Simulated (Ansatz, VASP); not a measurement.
Pb4O: VASP beside Ansatz

```xyz
5
Lattice="4.2551 0.0000 0.0000 0.0000 4.2551 0.0000 0.0000 0.0000 6.0177" Properties=species:S:1:pos:R:3 pbc="T T T"
Pb    2.1276    0.0000    1.5044
Pb    0.0000    2.1276    4.5132
Pb    2.1276    0.0000    4.5132
Pb    0.0000    2.1276    1.5044
O     0.0000    0.0000    0.0000
```

Change from the starting cell: ordered vacancies on the anion sites of antifluorite (P4/mmm, No. 123).

Alike in both runs: task single point; functional PBE; k mesh 4 × 4 × 4; occupations gaussian, width 0.1 eV; no spin polarisation.

```csv
,VASP,Ansatz
version,VASP 6.6.1,Ansatz 0.2.0
potentials or method,"VASP PAW PBE potentials, release 64 (Pb_d, O), cutoff 600 eV","scalar-relativistic, plane waves, PAW"
valence electrons in the cell,62,62
```

```csv
,VASP,Ansatz,Ansatz less VASP
gap on the k mesh at the Fermi level (eV),none,none,-
pressure (GPa),20.6,20.6,+0.02
rms of the force components (eV/Å),0.168,0.165,-0.0027
```

Atom by atom the forces differ by 0.003 eV/Å (rms over components). A gap of «none» marks a metal or a gap that the smearing closes. With one functional, cell and mesh, what is left measures potentials, basis and numerics.

The k mesh is coarse, so the values compare programs but aren't converged. Spin-orbit coupling is off throughout.
